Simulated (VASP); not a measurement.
# Te (R-3m) in VASP: notebook, part 2 of 2

VASP 6.6.1.

## Step 3: Single point, PBEsol (28.68 Å³/atom)

INCAR reads:

```
ALGO = Normal
EDIFF = 1E-7
ENCUT = 520
GGA = PS
ISIF = 2
ISMEAR = 0
LASPH = T
LCHARG = F
LREAL = F
LWAVE = F
NBANDS = 9
NELM = 80
PREC = Accurate
SIGMA = 0.15
```

KPOINTS reads:

```
k-points
0
Gamma
  15 15 15
```

POSCAR reads:

```
Te
1.0
    2.2282644097      1.2864890568      1.6676330842
   -2.2282644097      1.2864890568      1.6676330842
    0.0000000000     -2.5729781135      1.6676330843
Te
1
Direct
    0.5000000000      0.5000000000      0.5000000000
```

Potentials or basis: VASP PAW PBE potentials, release 64 (Te).

On the command line:

```console
$ cat potpaw_PBE.64/Te/POTCAR > POTCAR
$ mpirun -np 1 vasp_std > vasp.out
```

Run time: 57 s. Hardware: 1 thread of Intel Xeon 8259CL, shared host; peak memory 0.2 GiB.

It converged, with:

* Free energy: -3.4735 eV
* Pressure: 5.7 GPa
* Band gap on the k mesh: zero (bands 3 and 4 overlap by 5.67 eV)

Stress tensor (GPa, compression positive):
```
5.95 0.00 0.00
0.00 5.95 0.00
0.00 0.00 5.22
```

Levels at points of the mesh, in eV from the Fermi level:
| k point | band 1 | band 2 | band 3 | band 4 | band 5 | band 6 | band 7 |
| --- | --- | --- | --- | --- | --- | --- | --- |
| (0.00, 0.00, 0.00) | -14.66 | 1.13 | 1.53 | 1.53 | 5.97 | 5.97 | 6.94 |

Caveat: the cell stands under pressure; the PAW data sets were made with another functional, which shifts forces and pressure a little; spin-orbit coupling is left out, which moves the levels of the heavy elements.

## Step 4: Single point, PBEsol (29.51 Å³/atom)

This run uses another cell than the first one, of 29.51 Å³/atom.

INCAR reads:

```
SYSTEM = Te
ALGO     = Normal         ! electronic algorithm
EDIFF    = 1E-7           ! SCF threshold, eV
ENCUT    = 520            ! plane-wave cutoff, eV
GGA      = PS             ! functional
ISIF     = 2              ! what is computed and relaxed
ISMEAR   = 0              ! smearing method
LASPH    = .True.         ! aspherical terms in the spheres
LCHARG   = .False.        ! write CHGCAR
LREAL    = .False.        ! projectors in reciprocal space
LWAVE    = .False.        ! write WAVECAR
NBANDS   = 9              ! bands
NELM     = 100            ! most SCF steps
PREC     = Accurate       ! precision mode
SIGMA    = 0.15           ! smearing width, eV
```

KPOINTS reads:

```
k-points
0
Gamma
  15 15 15
  0 0 0
```

POSCAR reads:

```
Te
1.0
    2.2697055294      1.3104150984      1.6538587624
   -2.2697055294      1.3104150984      1.6538587624
    0.0000000000     -2.6208301967      1.6538587625
Te
1
Direct
    0.5000000000      0.5000000000      0.5000000000
```

On the command line:

```console
$ cat potpaw_PBE.64/Te/POTCAR > POTCAR
$ mpirun -np 1 vasp_std > vasp.out
```

Run time: 54 s. Hardware: 1 thread of Intel Xeon 8259CL, shared host; peak memory 0.21 GiB.

Results (log left out):

| Quantity | Value |
| --- | --- |
| Free energy | -3.4984 eV |
| Pressure | 3.2 GPa |
| Band gap on the k mesh | zero (bands 3 and 4 overlap by 5.24 eV) |

Stress tensor (GPa, compression positive):
```
3.34 0.00 0.00
0.00 3.34 0.00
0.00 0.00 2.84
```

Levels at points of the mesh, in eV from the Fermi level:
| k point | band 1 | band 2 | band 3 | band 4 | band 5 | band 6 | band 7 |
| --- | --- | --- | --- | --- | --- | --- | --- |
| (0.00, 0.00, 0.00) | -14.38 | 1.07 | 1.59 | 1.59 | 6.07 | 6.07 | 6.85 |

Caveat: the cell stands under pressure; the PAW data sets were made with another functional, which shifts forces and pressure a little; spin-orbit coupling is left out, which moves the levels of the heavy elements.

## Step 5: Single point, PBEsol (29.51 Å³/atom)

This run uses another cell than the first one, of 29.51 Å³/atom.

INCAR reads:

```
SYSTEM = Te
  PREC = Accurate
  ENCUT = 520
  EDIFF = 1E-7
  ISMEAR = 0
  SIGMA = 0.15
  LREAL = .FALSE.
  LASPH = .TRUE.
  NELM = 60
  ALGO = Normal
  ISIF = 2
  LWAVE = .FALSE.
  LCHARG = .FALSE.
  GGA = PS
  NBANDS = 9
```

KPOINTS reads:

```
regular mesh
0
G
  15 15 15
  0 0 0
```

POSCAR reads:

```
Te
1.0
    2.2495788680      1.2987949650      1.6835848248
   -2.2495788680      1.2987949650      1.6835848248
    0.0000000000     -2.5975899299      1.6835848249
Te
1
Direct
    0.5000000000      0.5000000000      0.5000000000
```

Potentials or basis: VASP PAW PBE potentials, release 64 (Te).

On the command line:

```console
$ cat potpaw_PBE.64/Te/POTCAR > POTCAR
$ mpirun -np 1 vasp_std > vasp.out
```

OUTCAR:

```text
SYSTEM = Te
   PREC = Accurate
   ENCUT = 520
   EDIFF = 1E-7
   ISMEAR = 0
   LREAL = .FALSE.
   LASPH = .TRUE.
   NELM = 60
   ISIF = 2
   GGA = PS

 ion  position               nearest neighbor table
   1  0.500  0.500  0.500-

  LATTYP: Found a trigonal (rhomboedric) cell.
 ALAT       =     3.0954694808
 COS(alpha) =    -0.0562808105

  Lattice vectors:

 A1 = (   2.2495788680,   1.2987949650,   1.6835848248)
 A2 = (  -2.2495788680,   1.2987949650,   1.6835848248)
[... 468 lines left out ...]

 [... further k-points ...]

------------------------ aborting loop because EDIFF is reached ----------------------------------------

  FORCE on cell =-STRESS in cart. coord.  units (eV):
  Direction    XX          YY          ZZ          XY          YZ          ZX
  --------------------------------------------------------------------------------------
  -------------------------------------------------------------------------------------
  Total        0.6528888      0.6528888      0.5863457      0.0000000     -0.0000000      0.0000000
  in kB       35.4422888     35.4422888     31.8299702      0.0000000     -0.0000000      0.0000000
  external PRESSURE =      34.2381826 kB  Pullay stress =       0.0000000 kB

 VOLUME and BASIS-vectors are now :
 -----------------------------------------------------------------------------
  energy-cutoff  :      520.00
  volume of cell :       29.51
      direct lattice vectors                 reciprocal lattice vectors
     2.249578868  1.298794965  1.683584825     0.222263823  0.128324078  0.197990222
    -2.249578868  1.298794965  1.683584825    -0.222263823  0.128324078  0.197990222
     0.000000000 -2.597589930  1.683584825     0.000000000 -0.256648156  0.197990222

 POSITION                                       TOTAL-FORCE (eV/Angst)
 -----------------------------------------------------------------------------------
      0.00000      0.00000      2.52538         0.000000     -0.000000     -0.000000
 -----------------------------------------------------------------------------------
    total drift:                                0.000000      0.000000     -0.000000

  FREE ENERGIE OF THE ION-ELECTRON SYSTEM (eV)
  ---------------------------------------------------
  free  energy   TOTEN  =        -3.4970564251 eV

  energy  without entropy=       -3.4923599244  energy(sigma->0) =       -3.49470817
```

OSZICAR:

```text
N       E                     dE             d eps       ncg     rms          rms(c)
DAV:   1     0.169722246025E+02    0.16972E+02   -0.25656E+03  6200   0.538E+02
DAV:   2    -0.297318882782E+01   -0.19945E+02   -0.19004E+02  8131   0.730E+01
DAV:   3    -0.349339675871E+01   -0.52021E+00   -0.51807E+00  7643   0.147E+01
DAV:   4    -0.349725711548E+01   -0.38604E-02   -0.38601E-02  8524   0.144E+00
DAV:   5    -0.349729326903E+01   -0.36154E-04   -0.36153E-04  7810   0.109E-01    0.918E+00
DAV:   6    -0.349715379368E+01    0.13948E-03   -0.24260E-04  8333   0.121E-01    0.558E+00
DAV:   7    -0.349704258298E+01    0.11121E-03   -0.60006E-04  6855   0.185E-01    0.504E-02
DAV:   8    -0.349705277725E+01   -0.10194E-04   -0.11498E-05  8765   0.219E-02    0.340E-02
DAV:   9    -0.349705653938E+01   -0.37621E-05   -0.41192E-06  6781   0.133E-02    0.189E-02
DAV:  10    -0.349705636836E+01    0.17102E-06   -0.75106E-08  8372   0.175E-03    0.279E-03
DAV:  11    -0.349705642514E+01   -0.56778E-07   -0.47863E-08  6459   0.122E-03
   1 F= -.34970564E+01 E0= -.34947082E+01  d E =-.469650E-02
```

It took 28 s on 1 thread of AMD EPYC 9R45 (Zen 5), shared host; peak memory 0.17 GiB.

Results:

```yaml
Free_energy: -3.4971 eV
Pressure: 3.4 GPa
Band_gap_on_the_k_mesh: zero (bands 3 and 4 overlap by 5.47 eV)
```

Caveat: the cell stands under pressure; the PAW data sets were made with another functional, which shifts forces and pressure a little; spin-orbit coupling is left out, which moves the levels of the heavy elements.

## Step 6: Overview

| cell | gap on the mesh (eV) | pressure (GPa) |
| --- | --- | --- |
| a = 3.070 Å, angles 94.2°, 1 atom | none | 5.4 |
| a = 3.066 Å, angles 93.2°, 1 atom | none | 5.7 |
| a = 3.099 Å, angles 94.2°, 1 atom | none | 3.2 |
| a = 3.095 Å, angles 93.2°, 1 atom | none | 3.4 |

Alike in all rows: task single point; level PBEsol; potentials or basis VASP PAW PBE potentials, release 64 (Te); no spin polarisation; k mesh 15 × 15 × 15; cutoff (eV) 520; smearing gaussian 0.15 eV.

Caveats: the cell stands under pressure; the PAW data sets were made with another functional, which shifts forces and pressure a little; spin-orbit coupling is left out, which moves the levels of the heavy elements.

Total energies depend on the potentials used, so only differences within one code and one set of settings carry meaning.
